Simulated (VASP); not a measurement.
# Mg3ZnS4 in VASP: notebook

The runs below take Mg3ZnS4 through single point, with PBE.

Everything below comes from runs of VASP 6.6.1. Logs are shortened: lines on timing, memory, paths and dates and some standing lists are left out, and cuts for length are marked.

### Step 1. The cell of the first run

The structure is orthorhombic, space group Cmmm (No. 65). The conventional cell has a = 7.344 Å, b = 10.427 Å, c = 3.676 Å, α = 90.00°, β = 90.00°, γ = 90.00°. Mg (site symmetry 2/m) has 6 S at 2.60 to 2.61 Å within 3.4 Å. Mg (site symmetry mmm) has 6 S at 2.61 to 2.63 Å within 3.4 Å. Zn (site symmetry mmm) has 6 S at 2.57 to 2.61 Å within 3.4 Å. Within 3.4 Å of S (site symmetry m2m) lie 5 Mg at 2.60 to 2.61 Å and 1 Zn at 2.61 Å. S (site symmetry 2mm) has 2 Zn at 2.57 Å and 4 Mg at 2.61 to 2.63 Å within 3.4 Å.

### Step 2. Single point, PBE

Input file INCAR:

```
SYSTEM = Mg3ZnS4
PREC = Accurate
ENCUT = 520
EDIFF = 1E-6
ISMEAR = 0
SIGMA = 0.1
LREAL = .FALSE.
LASPH = .TRUE.
NELM = 60
ALGO = Normal
ISIF = 2
LWAVE = .FALSE.
LCHARG = .FALSE.
GGA = PE
NBANDS = 31
```

Input file KPOINTS:

```
regular mesh
0
G
  4 2 2
  0 0 0
```

Input file POSCAR:

```
Mg3ZnS4
1.0
    0.0000000000      0.0000000000      3.6760849000
    3.6722489000     -5.2134568000      0.0000000000
    3.6722489000      5.2134568000      0.0000000000
Mg Zn S
3 1 4
Direct
    0.5000000000      1.0000000000      0.5000000000
    0.5000000000      0.5000000000      1.0000000000
    0.0000000000      0.5000000000      0.5000000000
    0.0000000000      0.0000000000      0.0000000000
    0.0000000000      0.7500790000      0.2499210000
    0.5000000000      0.7562390000      0.7562390000
    0.5000000000      0.2437610000      0.2437610000
    0.0000000000      0.2499210000      0.7500790000
```

Potentials or basis: VASP PAW PBE potentials, release 64 (Mg, Zn, S).

Run with:

```console
> cat potpaw_PBE.64/Mg/POTCAR potpaw_PBE.64/Zn/POTCAR potpaw_PBE.64/S/POTCAR > POTCAR
> mpirun -np 1 vasp_std > vasp.out
```

OUTCAR:

```text
SYSTEM = Mg3ZnS4
   PREC = Accurate
   ENCUT = 520
   EDIFF = 1E-6
   ISMEAR = 0
   LREAL = .FALSE.
   LASPH = .TRUE.
   NELM = 60
   ISIF = 2
   GGA = PE

 ion  position               nearest neighbor table
   1  0.500  0.000  0.500-   5 2.60   8 2.60   5 2.60   8 2.60   7 2.61   6 2.61
   2  0.500  0.500  0.000-   5 2.60   8 2.60   5 2.60   8 2.60   7 2.61   6 2.61
   3  0.000  0.500  0.500-   5 2.61   8 2.61   7 2.63   6 2.63   6 2.63   7 2.63
   4  0.000  0.000  0.000-   6 2.57   7 2.57   6 2.57   7 2.57   5 2.61   8 2.61
   5  0.000  0.750  0.250-   1 2.60   2 2.60   1 2.60   2 2.60   4 2.61   3 2.61
   6  0.500  0.756  0.756-   4 2.57   4 2.57   1 2.61   2 2.61   3 2.63   3 2.63
   7  0.500  0.244  0.244-   4 2.57   4 2.57   1 2.61   2 2.61   3 2.63   3 2.63
   8  0.000  0.250  0.750-   1 2.60   2 2.60   1 2.60   2 2.60   4 2.61   3 2.61

  LATTYP: Found a base centered orthorhombic cell.
 ALAT       =     7.3444978000
 B/A-ratio  =     1.4196904790
 C/A-ratio  =     0.5005222958

  Lattice vectors:

 A1 = (   3.6722489000,  -5.2134568000,   0.0000000000)
 A2 = (   3.6722489000,   5.2134568000,   0.0000000000)
 A3 = (   0.0000000000,   0.0000000000,   3.6760849000)

Analysis of symmetry for initial positions (statically):
=====================================================================
 Subroutine PRICEL returns:
 Original cell was already a primitive cell.

 Routine SETGRP: Setting up the symmetry group for a
 base centered orthorhombic supercell.

 Subroutine GETGRP returns: Found  8 space group operations
 (whereof  8 operations were pure point group operations)
 out of a pool of  8 trial point group operations.

The static configuration has the point symmetry D_2h.

Analysis of symmetry for dynamics (positions and initial velocities):
=====================================================================
 Subroutine PRICEL returns:
 Original cell was already a primitive cell.

 Routine SETGRP: Setting up the symmetry group for a
 base centered orthorhombic supercell.

 Subroutine GETGRP returns: Found  8 space group operations
 (whereof  8 operations were pure point group operations)
 out of a pool of  8 trial point group operations.

The dynamic configuration has the point symmetry D_2h.

 Subroutine INISYM returns: Found  8 space group operations
 (whereof  8 operations are pure point group operations),
 and found     1 'primitive' translations

----------------------------------------------------------------------------------------

                                     Primitive cell

  volume of cell :     140.7581

  direct lattice vectors                    reciprocal lattice vectors
     0.000000000  0.000000000  3.676084900     0.000000000  0.000000000  0.272028538
     3.672248900 -5.213456800  0.000000000     0.136156348 -0.095905657  0.000000000
     3.672248900  5.213456800  0.000000000     0.136156348  0.095905657  0.000000000

  length of vectors
     3.676084900  6.376954115  6.376954115     0.272028538  0.166542626  0.166542626

  position of ions in fractional coordinates (direct lattice)
     0.500000000  1.000000000  0.500000000
     0.500000000  0.500000000  1.000000000
     0.000000000  0.500000000  0.500000000
     0.000000000  0.000000000  0.000000000
     0.000000000  0.750079000  0.249921000
     0.500000000  0.756239000  0.756239000
     0.500000000  0.243761000  0.243761000
     0.000000000  0.249921000  0.750079000

  ion indices of the primitive-cell ions
   primitive index   ion index
                 1           1
                 2           2
                 3           3
                 4           4
                 5           5
                 6           6
                 7           7
                 8           8

----------------------------------------------------------------------------------------

 KPOINTS: regular mesh

Automatic generation of k-mesh.
 Grid dimensions read from file:
 generate k-points for:    4    2    2

 Generating k-lattice:

  Cartesian coordinates                     Fractional coordinates (reciprocal lattice)
     0.000000000  0.000000000  0.068007134     0.250000000  0.000000000  0.000000000
     0.068078174 -0.047952829  0.000000000     0.000000000  0.500000000 -0.000000000
     0.068078174  0.047952829  0.000000000     0.000000000 -0.000000000  0.500000000

  Length of vectors
     0.068007134  0.083271313  0.083271313

  Shift w.r.t. Gamma in fractional coordinates (k-lattice)
     0.000000000  0.000000000  0.000000000

 Subroutine IBZKPT returns following result:
 ===========================================

 Found      9 irreducible k-points:

 Following reciprocal coordinates:
            Coordinates               Weight
  0.000000  0.000000  0.000000      1.000000
  0.250000  0.000000  0.000000      2.000000
  0.500000  0.000000  0.000000      1.000000
  0.000000  0.500000  0.000000      2.000000
  0.250000  0.500000  0.000000      4.000000
  0.500000  0.500000  0.000000      2.000000
  0.000000  0.500000  0.500000      1.000000
  0.250000  0.500000  0.500000      2.000000
  0.500000  0.500000  0.500000      1.000000
   k-points           NKPTS =      9   k-points in BZ     NKDIM =      9   number of bands    NBANDS=     31
   number of dos      NEDOS =    301   number of ions     NIONS =      8
   total plane-waves  NPLWV =  64512
   dimension x,y,z NGX =    28 NGY =   48 NGZ =   48
   dimension x,y,z NGXF=    56 NGYF=   96 NGZF=   96
   ions per type =               3   1   4
   NGX,Y,Z   is equivalent  to a cutoff of  12.66, 12.51, 12.51 a.u.
   NGXF,Y,Z  is equivalent  to a cutoff of  25.33, 25.03, 25.03 a.u.
 SYSTEM =  Mg3ZnS4
   PREC   = accura    normal or accurate (medium, high low for compatibility)
   ISTART =      0    job   : 0-new  1-cont  2-samecut
   ICHARG =      2    charge: 1-file 2-atom 10-const
   ISPIN  =      1    spin polarized calculation?
   LNONCOLLINEAR =      F non collinear calculations
   LSORBIT =      F    spin-orbit coupling
   LASPH  =      T    aspherical Exc in radial PAW
   ENCUT  =  520.0 eV  38.22 Ry    6.18 a.u.   6.84 11.86 11.86*2*pi/ulx,y,z
   NELM   =     60;   NELMIN=  2; NELMDL= -5     # of ELM steps
   EDIFF  = 0.1E-05   stopping-criterion for ELM
   LREAL  =      F    real-space projection
   EDIFFG = 0.1E-04   stopping-criterion for IOM
   NSW    =      0    number of steps for IOM
   IBRION =     -1    ionic relax: 0-MD 1-quasi-New 2-CG
   NFREE  =      0    steps in history (QN), initial steepest desc. (CG)
   ISIF   =      2    stress and relaxation
   ISYM   =      2    0-nonsym 1-usesym 2-fastsym
   POTIM  = 0.5000    time-step for ionic-motion
   TEBEG  =    0.0;   TEEND  =   0.0 temperature during run
   PSTRESS=    0.0 pullay stress
   NELECT =      42.0000    total number of electrons
   NUPDOWN=      -1.0000    fix difference up-down
   EMIN   =  10.00;   EMAX   =-10.00  energy-range for DOS
   EFERMI =   0.00;   METHOD = LEGACY
   ISMEAR =     0;   SIGMA  =   0.10  broadening in eV -4-tet -1-fermi 0-gaus
   EFERMI_NEDOS =   21; number of points for ismear=-14 and -15
   IALGO  =     38    algorithm
   IMIX   =      4    mixing-type and parameters
     AMIX     =   0.40;   BMIX     =  1.00
     AMIX_MAG =   1.60;   BMIX_MAG =  1.00
  volume/ion in A,a.u.               =      17.59       118.74
  Fermi-wavevector in a.u.,A,eV,Ry     =   1.093957  2.067278 16.282653  1.196741
  Thomas-Fermi vector in A             =   2.230252
   LORBIT       =      0    0 simple, 1 ext, 2 COOP (PROOUT), +10 PAW based schemes
   GGA     = PE    functional components
   LHFCALC =     F    Hartree Fock is set to
   AEXX    =    0.0000 exact exchange contribution
   IVDW    =     0    specifies the selected vdW correction
   LEPSILON=     F    determine dielectric tensor
   LRPA    =     F    only Hartree local field effects (RPA)
 non-spin polarized calculation
 Gauss-broadening in eV      SIGMA  =   0.10
  energy-cutoff  :      520.00
  volume of cell :      140.76
 maximum number of plane-waves:      3820
 NGX is ok and might be reduce to    28
   NGX = 13   NGY = 23   NGZ = 23

 number of electron      42.0000016 magnetization

 Free energy of the ion-electron system (eV)
  ---------------------------------------------------
  ext. energy  EPLUGINS =         0.00000000
  ---------------------------------------------------
  free energy    TOTEN  =       -31.52808581 eV

  energy without entropy =      -31.52808581  energy(sigma->0) =      -31.52808581

 E-fermi :   4.0512     XC(G=0):  -9.8900

 val. band max:        3.5558571943   @ k =   0.2500   0.0000   0.0000
 cond. band min:       4.7968968419   @ k =   0.5000   0.5000   0.5000
 fundamental gap:      1.2410396476
 Fermi energy:         4.0511654221

 k-point     1 :       0.0000    0.0000    0.0000
  band No.  band energies     occupation
      1      -9.2180      2.00000
      2      -7.8744      2.00000
      3      -7.8275      2.00000
      4      -7.5525      2.00000
      5      -2.4412      2.00000
      6      -2.3875      2.00000
[... 23 lines left out ...]
     30      10.4874      0.00000
     31      11.8135      0.00000

 k-point     2 :       0.2500    0.0000    0.0000
  band No.  band energies     occupation
      1      -8.8164      2.00000
      2      -7.7116      2.00000
      3      -7.6315      2.00000
      4      -7.5273      2.00000
      5      -2.3200      2.00000
      6      -2.3021      2.00000
[... 23 lines left out ...]
     30      11.5771      0.00000
     31      11.5973      0.00000

 k-point     3 :       0.5000    0.0000    0.0000
  band No.  band energies     occupation
      1      -7.9547      2.00000
      2      -7.9420      2.00000
      3      -7.5347      2.00000
      4      -7.4109      2.00000
      5      -2.4568      2.00000
      6      -2.3136      2.00000
[... 193 lines left out ...]
     30      11.2405      0.00000
     31      11.6886      0.00000

 k-point     9 :       0.5000    0.5000    0.5000
  band No.  band energies     occupation
      1      -7.8834      2.00000
      2      -7.8301      2.00000
      3      -7.5762      2.00000
      4      -7.4968      2.00000
      5      -2.4161      2.00000
      6      -2.3887      2.00000
[... 23 lines left out ...]
     30      10.2945      0.00000
     31      10.5004      0.00000

------------------------ aborting loop because EDIFF is reached ----------------------------------------

  FORCE on cell =-STRESS in cart. coord.  units (eV):
  Direction    XX          YY          ZZ          XY          YZ          ZX
  --------------------------------------------------------------------------------------
  -------------------------------------------------------------------------------------
  Total        0.0584445     -0.4066022      0.0688597      0.0000000      0.0000000      0.0000000
  in kB        0.6652438     -4.6281448      0.7837942      0.0000000      0.0000000      0.0000000
  external PRESSURE =      -1.0597023 kB  Pullay stress =       0.0000000 kB

 VOLUME and BASIS-vectors are now :
 -----------------------------------------------------------------------------
  energy-cutoff  :      520.00
  volume of cell :      140.76
      direct lattice vectors                 reciprocal lattice vectors
     0.000000000  0.000000000  3.676084900     0.000000000  0.000000000  0.272028538
     3.672248900 -5.213456800  0.000000000     0.136156348 -0.095905657  0.000000000
     3.672248900  5.213456800  0.000000000     0.136156348  0.095905657  0.000000000

 POSITION                                       TOTAL-FORCE (eV/Angst)
 -----------------------------------------------------------------------------------
      1.83612      2.60673      1.83804         0.000000     -0.000000     -0.000000
      1.83612     -2.60673      1.83804         0.000000     -0.000000     -0.000000
      3.67225      0.00000      0.00000         0.000000     -0.000000     -0.000000
      0.00000      0.00000      0.00000        -0.000000     -0.000000     -0.000000
      3.67225     -2.60755      0.00000         0.000000      0.018315      0.000000
      5.55420      0.00000      1.83804        -0.000887     -0.000000     -0.000000
      1.79030      0.00000      1.83804         0.000887     -0.000000     -0.000000
      3.67225      2.60755      0.00000         0.000000     -0.018315     -0.000000
 -----------------------------------------------------------------------------------
    total drift:                               -0.000000     -0.000000     -0.000000

  FREE ENERGIE OF THE ION-ELECTRON SYSTEM (eV)
  ---------------------------------------------------
  free  energy   TOTEN  =       -31.5280858073 eV

  energy  without entropy=      -31.5280858073  energy(sigma->0) =      -31.52808581
```

Run time: 20 s. Hardware: 1 thread of Intel Xeon 6975P-C (Granite Rapids), shared host; peak memory 0.24 GiB.

Results:

```
Free energy            : -31.5281 eV
Pressure               : -0.1 GPa
Largest force          : 0.018 eV/Å
Band gap on the k mesh : 1.24 eV, indirect (least direct gap 1.41 eV)
```

Forces on the atoms (eV/Å):
```
Mg   0.000  0.000  0.000
Mg   0.000  0.000  0.000
Mg   0.000  0.000  0.000
Zn   0.000  0.000  0.000
S    0.000  0.018  0.000
S   -0.001  0.000  0.000
S    0.001  0.000  0.000
S    0.000 -0.018  0.000
```

Caveat: the k points lie up to 0.52 Å⁻¹ apart.

### Step 3. Single point, PBE

Input file INCAR:

```
SYSTEM = Mg3ZnS4
PREC     = Accurate       ! precision mode
ENCUT    = 520            ! plane-wave cutoff, eV
EDIFF    = 1E-6           ! SCF threshold, eV
ISMEAR   = 0              ! smearing method
SIGMA    = 0.1            ! smearing width, eV
LREAL    = .FALSE.        ! projectors in reciprocal space
LASPH    = .TRUE.         ! aspherical terms in the spheres
NELM     = 80             ! most SCF steps
ALGO     = Normal         ! electronic algorithm
ISIF     = 2              ! what is computed and relaxed
LWAVE    = .FALSE.        ! write WAVECAR
LCHARG   = .FALSE.        ! write CHGCAR
GGA      = PE             ! functional
NBANDS   = 31             ! bands
```

Input file KPOINTS:

```
Automatic mesh
0
G
  4 2 2
  0 0 0
```

Input file POSCAR:

```
Mg3ZnS4
1.0
   -0.0017095013      0.0000301806      3.6882555960
    3.6854409768     -5.1837013853     -0.0015943999
    3.6839522839      5.1823932350     -0.0018961598
Mg Zn S
3 1 4
Direct
    0.4998792204      1.0003023571      0.5000518565
    0.4998617323      0.4997903782      1.0001000554
    0.0001046139      0.4999855735      0.4998245030
    0.0022685196     -0.0006327051     -0.0002702183
   -0.0004754780      0.7526093256      0.2475862702
    0.4996328596      0.7542677616      0.7541772234
    0.4992065500      0.2459577656      0.2459622152
   -0.0004780178      0.2477195436      0.7525680948
```

Potentials or basis: VASP PAW PBE potentials, release 64 (Mg, Zn, S).

Run with:

```console
> cat potpaw_PBE.64/Mg/POTCAR potpaw_PBE.64/Zn/POTCAR potpaw_PBE.64/S/POTCAR > POTCAR
> mpirun -np 1 vasp_std > vasp.out
```

Wall time 24 s (1 thread of Intel Xeon 6975P-C (Granite Rapids), shared host); peak memory 0.25 GiB.

Results (log left out):

| Quantity | Value |
| --- | --- |
| Free energy | -31.5288 eV |
| Pressure | -0.2 GPa |
| Largest force | 0.025 eV/Å |
| Band gap on the k mesh | 1.26 eV, indirect (least direct gap 1.39 eV) |

Forces on the atoms (eV/Å):
```
Mg  -0.001  0.003 -0.003
Mg   0.002 -0.005 -0.002
Mg  -0.001  0.003 -0.001
Zn   0.006 -0.004 -0.008
S   -0.001  0.020  0.002
S   -0.024  0.001  0.007
S    0.021 -0.001  0.002
S   -0.002 -0.018  0.002
```

Levels at points of the mesh, in eV from the valence-band top:
```csv
k point,band 17,band 18,band 19,band 20,band 21,band 22,band 23,band 24,band 25,band 26
"(0.00, 0.00, 0.00)",-0.20,-0.13,-0.07,-0.04,-0.03,1.69,3.46,4.37,4.47,4.70
"(0.50, 0.00, 0.00)",-2.39,-2.37,-2.19,-0.66,-0.23,3.87,5.27,5.37,5.71,7.20
"(0.00, 0.50, 0.00)",-1.04,-0.35,-0.35,-0.08,-0.08,3.34,4.16,4.86,4.89,6.65
"(0.50, 0.50, 0.00)",-1.88,-1.34,-1.27,-1.04,-0.85,2.83,4.04,4.46,4.49,6.68
"(0.00, 0.00, 0.50)",-1.03,-0.35,-0.35,-0.08,-0.08,3.34,4.16,4.86,4.89,6.65
"(0.50, 0.00, 0.50)",-1.88,-1.33,-1.27,-1.04,-0.85,2.83,4.05,4.46,4.50,6.67
"(0.00, 0.50, 0.50)",-1.07,-0.94,-0.92,-0.66,-0.24,3.69,4.89,5.33,5.63,5.65
"(0.50, 0.50, 0.50)",-1.71,-0.58,-0.56,-0.19,-0.13,1.26,2.79,4.39,4.48,4.73
```

Caveat: the k points lie up to 0.52 Å⁻¹ apart. A k mesh can miss the band edges.

[end of part 1 of 2]
